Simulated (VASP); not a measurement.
# FeSi (P2_13) in VASP: single point with r2SCAN

Aim: the single point of FeSi with r2SCAN.

Everything below comes from runs of VASP 6.6.1. Logs are shortened: lines on timing, memory, paths and dates and some standing lists are left out, and cuts for length are marked.

**1. The cell of the first run**

It takes space group P2_13 (No. 198, cubic). The conventional cell has a = 4.551 Å, b = 4.551 Å, c = 4.551 Å, α = 90.00°, β = 90.00°, γ = 90.00°. Fe (site symmetry 3) has 7 Si at 2.32 to 2.55 Å and 6 Fe at 2.79 Å within 3.1 Å. Within 3.1 Å of Si (site symmetry 3) lie 7 Fe at 2.32 to 2.55 Å and 6 Si at 2.82 Å.

**2. Single point, r2SCAN, collinear spin, ferromagnetic start**

Contents of POSCAR:

```
FeSi
1.0
    4.5507000000      0.0000000000      0.0000000000
    0.0000000000      4.5507000000      0.0000000000
    0.0000000000      0.0000000000      4.5507000000
Fe Si
4 4
Direct
    0.8634800000      0.6365200000      0.3634800000
    0.6365200000      0.3634800000      0.8634800000
    0.3634800000      0.8634800000      0.6365200000
    0.1365200000      0.1365200000      0.1365200000
    0.1576000000      0.3424000000      0.6576000000
    0.3424000000      0.6576000000      0.1576000000
    0.6576000000      0.1576000000      0.3424000000
    0.8424000000      0.8424000000      0.8424000000
```

Contents of INCAR.step1:

```
SYSTEM = FeSi
PREC = Accurate ; ENCUT = 520
ISMEAR = -1 ; SIGMA = 0.05
LREAL = .FALSE. ; LASPH = .TRUE.
NELM = 150 ; ISPIN = 2
MAGMOM = 3 3 3 3 0 0 0 0 ; LMAXMIX = 4
NBANDS = 38 ; GGA = PE
ALGO = Normal ; EDIFF = 1E-4
LWAVE = .TRUE. ; LCHARG = .FALSE.
```

Contents of INCAR.step2:

```
SYSTEM = FeSi
PREC = Accurate ; ENCUT = 520
EDIFF = 1E-7 ; ISMEAR = -1
SIGMA = 0.05 ; LREAL = .FALSE.
LASPH = .TRUE. ; NELM = 150
ALGO = Normal ; ISIF = 2
LWAVE = .FALSE. ; LCHARG = .FALSE.
ISPIN = 2 ; MAGMOM = 3 3 3 3 0 0 0 0
LORBIT = 11 ; LMAXMIX = 4
METAGGA = R2SCAN ; LMIXTAU = .TRUE.
NBANDS = 38 ; ISTART = 1
```

Contents of KPOINTS:

```
regular mesh
0
G
  6 6 6
  0 0 0
```

Potentials or basis: VASP PAW PBE potentials, release 64 (Fe, Si).

Run with:

```console
$ cat potpaw_PBE.64/Fe/POTCAR potpaw_PBE.64/Si/POTCAR > POTCAR
$ cp INCAR.step1 INCAR
$ mpirun -np 1 vasp_std > vasp.out
$ cp INCAR.step2 INCAR
$ mpirun -np 1 vasp_std > vasp.out
```

OUTCAR:

```text
SYSTEM = FeSi
   PREC = Accurate
   ENCUT = 520
   EDIFF = 1E-7
   ISMEAR = -1
   LREAL = .FALSE.
   LASPH = .TRUE.
   NELM = 150
   ISIF = 2
   ISPIN = 2
   LORBIT = 11
   METAGGA = R2SCAN
   ISTART = 1

 ion  position               nearest neighbor table
   1  0.863  0.637  0.363-   5 2.32   6 2.37   7 2.37   8 2.37   7 2.55   8 2.55   6 2.55   2 2.79
                             2 2.79   3 2.79   4 2.79   3 2.79   4 2.79
   2  0.637  0.363  0.863-   6 2.32   5 2.37   7 2.37   8 2.37   5 2.55   7 2.55   8 2.55   1 2.79
                             1 2.79   3 2.79   3 2.79   4 2.79   4 2.79
   3  0.363  0.863  0.637-   7 2.32   6 2.37   5 2.37   8 2.37   6 2.55   5 2.55   8 2.55   1 2.79
                             4 2.79   2 2.79   2 2.79   1 2.79   4 2.79
   4  0.137  0.137  0.137-   8 2.32   6 2.37   7 2.37   5 2.37   6 2.55   5 2.55   7 2.55   2 2.79
                             3 2.79   1 2.79   3 2.79   1 2.79   2 2.79
   5  0.158  0.342  0.658-   1 2.32   2 2.37   3 2.37   4 2.37   3 2.55   4 2.55   2 2.55   8 2.82
                             6 2.82   6 2.82   8 2.82   7 2.82   7 2.82
   6  0.342  0.658  0.158-   2 2.32   1 2.37   3 2.37   4 2.37   1 2.55   3 2.55   4 2.55   8 2.82
                             5 2.82   5 2.82   7 2.82   7 2.82   8 2.82
   7  0.658  0.158  0.342-   3 2.32   2 2.37   1 2.37   4 2.37   2 2.55   1 2.55   4 2.55   8 2.82
                             8 2.82   5 2.82   6 2.82   6 2.82   5 2.82
   8  0.842  0.842  0.842-   4 2.32   2 2.37   3 2.37   1 2.37   2 2.55   1 2.55   3 2.55   5 2.82
                             6 2.82   7 2.82   7 2.82   5 2.82   6 2.82

  LATTYP: Found a simple cubic cell.
 ALAT       =     4.5507000000

  Lattice vectors:

 A1 = (   4.5507000000,   0.0000000000,   0.0000000000)
 A2 = (   0.0000000000,   4.5507000000,   0.0000000000)
 A3 = (   0.0000000000,   0.0000000000,   4.5507000000)

Analysis of symmetry for initial positions (statically):
=====================================================================
 Subroutine PRICEL returns:
 Original cell was already a primitive cell.

 Routine SETGRP: Setting up the symmetry group for a
 simple cubic supercell.

 Subroutine GETGRP returns: Found 12 space group operations
 (whereof  3 operations were pure point group operations)
 out of a pool of 48 trial point group operations.

The static configuration has the point symmetry C_3 .
 The point group associated with its full space group is T   .

Analysis of symmetry for dynamics (positions and initial velocities):
=====================================================================
 Subroutine PRICEL returns:
 Original cell was already a primitive cell.

 Routine SETGRP: Setting up the symmetry group for a
 simple cubic supercell.

 Subroutine GETGRP returns: Found 12 space group operations
 (whereof  3 operations were pure point group operations)
 out of a pool of 48 trial point group operations.

The dynamic configuration has the point symmetry C_3 .
 The point group associated with its full space group is T   .

Analysis of structural, dynamic, and magnetic symmetry:
=====================================================================
 Subroutine PRICEL returns:
 Original cell was already a primitive cell.

 Routine SETGRP: Setting up the symmetry group for a
 simple cubic supercell.

 Subroutine GETGRP returns: Found 12 space group operations
 (whereof  3 operations were pure point group operations)
 out of a pool of 48 trial point group operations.

The overall configuration has the point symmetry C_3 .
 The point group associated with its full space group is T   .

 Subroutine INISYM returns: Found 12 space group operations
 (whereof  3 operations are pure point group operations),
 and found     1 'primitive' translations

----------------------------------------------------------------------------------------

                                     Primitive cell

  volume of cell :      94.2399

  direct lattice vectors                    reciprocal lattice vectors
     4.550700000  0.000000000  0.000000000     0.219746413  0.000000000  0.000000000
     0.000000000  4.550700000  0.000000000     0.000000000  0.219746413  0.000000000
     0.000000000  0.000000000  4.550700000     0.000000000  0.000000000  0.219746413

  length of vectors
     4.550700000  4.550700000  4.550700000     0.219746413  0.219746413  0.219746413

  position of ions in fractional coordinates (direct lattice)
     0.863480000  0.636520000  0.363480000
     0.636520000  0.363480000  0.863480000
     0.363480000  0.863480000  0.636520000
[... 79 lines left out ...]
   ISTART =      1    job   : 0-new  1-cont  2-samecut
   ICHARG =      0    charge: 1-file 2-atom 10-const
   ISPIN  =      2    spin polarized calculation?
   LNONCOLLINEAR =      F non collinear calculations
   LSORBIT =      F    spin-orbit coupling
   LASPH  =      T    aspherical Exc in radial PAW
   ENCUT  =  520.0 eV  38.22 Ry    6.18 a.u.   8.46  8.46  8.46*2*pi/ulx,y,z
   NELM   =    150;   NELMIN=  2; NELMDL=  0     # of ELM steps
   EDIFF  = 0.1E-06   stopping-criterion for ELM
   LREAL  =      F    real-space projection
   EDIFFG = 0.1E-05   stopping-criterion for IOM
   NSW    =      0    number of steps for IOM
   IBRION =     -1    ionic relax: 0-MD 1-quasi-New 2-CG
   NFREE  =      0    steps in history (QN), initial steepest desc. (CG)
   ISIF   =      2    stress and relaxation
   ISYM   =      2    0-nonsym 1-usesym 2-fastsym
   POTIM  = 0.5000    time-step for ionic-motion
   TEBEG  =    0.0;   TEEND  =   0.0 temperature during run
   PSTRESS=    0.0 pullay stress
   NELECT =      48.0000    total number of electrons
   NUPDOWN=      -1.0000    fix difference up-down
   EMIN   =  10.00;   EMAX   =-10.00  energy-range for DOS
   EFERMI =   0.00;   METHOD = LEGACY
   ISMEAR =    -1;   SIGMA  =   0.05  broadening in eV -4-tet -1-fermi 0-gaus
   EFERMI_NEDOS =   21; number of points for ismear=-14 and -15
   IALGO  =     38    algorithm
   IMIX   =      4    mixing-type and parameters
     AMIX     =   0.40;   BMIX     =  1.00
     AMIX_MAG =   1.60;   BMIX_MAG =  1.00
  volume/ion in A,a.u.               =      11.78        79.50
  Fermi-wavevector in a.u.,A,eV,Ry     =   1.307406  2.470639 23.256570  1.709310
  Thomas-Fermi vector in A             =   2.438142
   LORBIT       =     11    0 simple, 1 ext, 2 COOP (PROOUT), +10 PAW based schemes
   METAGGA = R2SCAN    functional components
   LHFCALC =     F    Hartree Fock is set to
   AEXX    =    0.0000 exact exchange contribution
   IVDW    =     0    specifies the selected vdW correction
   LEPSILON=     F    determine dielectric tensor
   LRPA    =     F    only Hartree local field effects (RPA)
 spin polarized calculation
  energy-cutoff  :      520.00
  volume of cell :       94.24
 maximum number of plane-waves:      2562
 NGX is ok and might be reduce to    36
   NGX = 17   NGY = 17   NGZ = 17

 number of electron      47.9999996 magnetization       4.5981850

 Free energy of the ion-electron system (eV)
  ---------------------------------------------------
  ext. energy  EPLUGINS =         0.00000000
  ---------------------------------------------------
  free energy    TOTEN  =       -94.46211284 eV

  energy without entropy =      -94.41459320  energy(sigma->0) =      -94.43835302

 E-fermi :   9.1438     XC(G=0): -13.4269

 val. band max:        9.1380590971   @ k =   0.5000   0.3333   0.3333
 cond. band min:       9.1444628482   @ k =   0.1667   0.0000   0.0000
 fundamental gap:      0.0064037511
 Fermi energy:         9.1437658208

 spin component 1

 k-point     1 :       0.0000    0.0000    0.0000
  band No.  band energies     occupation
      1      -4.4941      1.00000
      2       0.8500      1.00000
      3       0.8500      1.00000
      4       0.8500      1.00000
      5       3.6500      1.00000
      6       3.6500      1.00000
[... 925 lines left out ...]
     35      14.7976      0.00000
     36      14.7976      0.00000
 Fermi energy:         9.1437658208

 spin component 2

 k-point     1 :       0.0000    0.0000    0.0000
  band No.  band energies     occupation
      1      -4.7676      1.00000
      2       0.7761      1.00000
      3       0.7761      1.00000
      4       0.7761      1.00000
      5       3.6941      1.00000
      6       3.6941      1.00000
[... 925 lines left out ...]
     35      15.0315      0.00000
     36      15.0315      0.00000
 [bands above 36 left out]

------------------------ aborting loop because EDIFF is reached ----------------------------------------

  FORCE on cell =-STRESS in cart. coord.  units (eV):
  Direction    XX          YY          ZZ          XY          YZ          ZX
  --------------------------------------------------------------------------------------
  -------------------------------------------------------------------------------------
  Total       -8.1960071     -8.1960071     -8.1960071      0.0000000      0.0000000      0.0000000
  in kB     -139.3407971   -139.3407971   -139.3407971      0.0000000      0.0000000      0.0000000
  external PRESSURE =    -139.3407971 kB  Pullay stress =       0.0000000 kB

 VOLUME and BASIS-vectors are now :
 -----------------------------------------------------------------------------
  energy-cutoff  :      520.00
  volume of cell :       94.24
      direct lattice vectors                 reciprocal lattice vectors
     4.550700000  0.000000000  0.000000000     0.219746413  0.000000000  0.000000000
     0.000000000  4.550700000  0.000000000     0.000000000  0.219746413  0.000000000
     0.000000000  0.000000000  4.550700000     0.000000000  0.000000000  0.219746413

 POSITION                                       TOTAL-FORCE (eV/Angst)
 -----------------------------------------------------------------------------------
      3.92944      2.89661      1.65409         0.067416     -0.067416      0.067416
      2.89661      1.65409      3.92944        -0.067416      0.067416      0.067416
      1.65409      3.92944      2.89661         0.067416      0.067416     -0.067416
      0.62126      0.62126      0.62126        -0.067416     -0.067416     -0.067416
      0.71719      1.55816      2.99254        -0.108165      0.108165     -0.108165
      1.55816      2.99254      0.71719         0.108165     -0.108165     -0.108165
      2.99254      0.71719      1.55816        -0.108165     -0.108165      0.108165
      3.83351      3.83351      3.83351         0.108165      0.108165      0.108165
 -----------------------------------------------------------------------------------
    total drift:                               -0.000000     -0.000000      0.000000

  FREE ENERGIE OF THE ION-ELECTRON SYSTEM (eV)
  ---------------------------------------------------
  free  energy   TOTEN  =       -94.4621128418 eV

  energy  without entropy=      -94.4145931969  energy(sigma->0) =      -94.43835302

 total charge

# of ion       s       p       d       tot
------------------------------------------
    1        0.419   0.602   6.460   7.482
    2        0.419   0.602   6.460   7.482
    3        0.419   0.602   6.460   7.482
    4        0.419   0.602   6.460   7.482
    5        0.725   0.874   0.000   1.598
    6        0.725   0.874   0.000   1.598
    7        0.725   0.874   0.000   1.598
    8        0.725   0.874   0.000   1.598
--------------------------------------------------
tot          4.576   5.904  25.841  36.321

 magnetization (x)

# of ion       s       p       d       tot
------------------------------------------
    1        0.003  -0.013   1.374   1.364
    2        0.003  -0.013   1.374   1.364
    3        0.003  -0.013   1.374   1.364
    4        0.003  -0.013   1.374   1.364
    5       -0.019  -0.066   0.000  -0.085
    6       -0.019  -0.066   0.000  -0.085
    7       -0.019  -0.066   0.000  -0.085
    8       -0.019  -0.066   0.000  -0.085
--------------------------------------------------
tot         -0.065  -0.314   5.497   5.118
```

Wall time 4.8 min (1 thread of Intel Xeon 6975P-C (Granite Rapids), shared host); peak memory 0.33 GiB.

What came out:

```yaml
Free_energy: -94.4621 eV
Pressure: -13.9 GPa
Largest_force: 0.187 eV/Å
Net_moment: 4.60 μB per cell
Site_moments: Fe +1.36; Si -0.09 μB
Valence_electrons_inside_the_program's_atomic_spheres: Fe 7.48; Si 1.60
```

Forces in eV/Å, atoms in the order of the input:
```
Fe   0.067 -0.067  0.067
Fe  -0.067  0.067  0.067
Fe   0.067  0.067 -0.067
Fe  -0.067 -0.067 -0.067
Si  -0.108  0.108 -0.108
Si   0.108 -0.108 -0.108
Si  -0.108 -0.108  0.108
Si   0.108  0.108  0.108
```

Levels at points of the mesh, in eV from the Fermi level:
Spin up:
| k point | band 22 | band 23 | band 24 | band 25 | band 26 | band 27 | band 28 | band 29 | band 30 | band 31 |
| --- | --- | --- | --- | --- | --- | --- | --- | --- | --- | --- |
| (0.00, 0.00, 0.00) | -1.35 | -1.35 | -1.35 | -0.59 | -0.59 | -0.59 | 2.35 | 2.35 | 2.35 | 2.74 |
| (0.50, 0.00, 0.00) | -1.59 | -1.21 | -1.21 | -0.97 | -0.97 | 0.64 | 0.64 | 1.08 | 1.08 | 4.21 |
| (0.50, 0.50, 0.00) | -1.87 | -1.57 | -1.57 | -0.45 | -0.45 | 0.13 | 0.13 | 1.82 | 1.82 | 2.26 |
| (0.50, 0.50, 0.50) | -1.57 | -1.57 | -1.57 | -0.76 | -0.76 | -0.76 | -0.76 | 5.31 | 5.31 | 5.31 |
Spin down:
```
           k point  band 19  band 20  band 21  band 22  band 23  band 24  band 25  band 26
(0.00, 0.00, 0.00)    -1.77     0.16     0.16     0.16     0.46     0.46     1.52     1.52
(0.50, 0.00, 0.00)    -0.75    -0.75     0.09     0.09     0.39     0.39     1.07     1.07
(0.50, 0.50, 0.00)    -0.68    -0.68    -0.66    -0.66     0.15     0.15     1.35     1.35
(0.50, 0.50, 0.50)    -0.30    -0.30    -0.29    -0.29    -0.29    -0.29     1.27     1.27
```

Caveat: the cell stands under tension; the PAW data sets were made with another functional, which shifts forces and pressure a little.
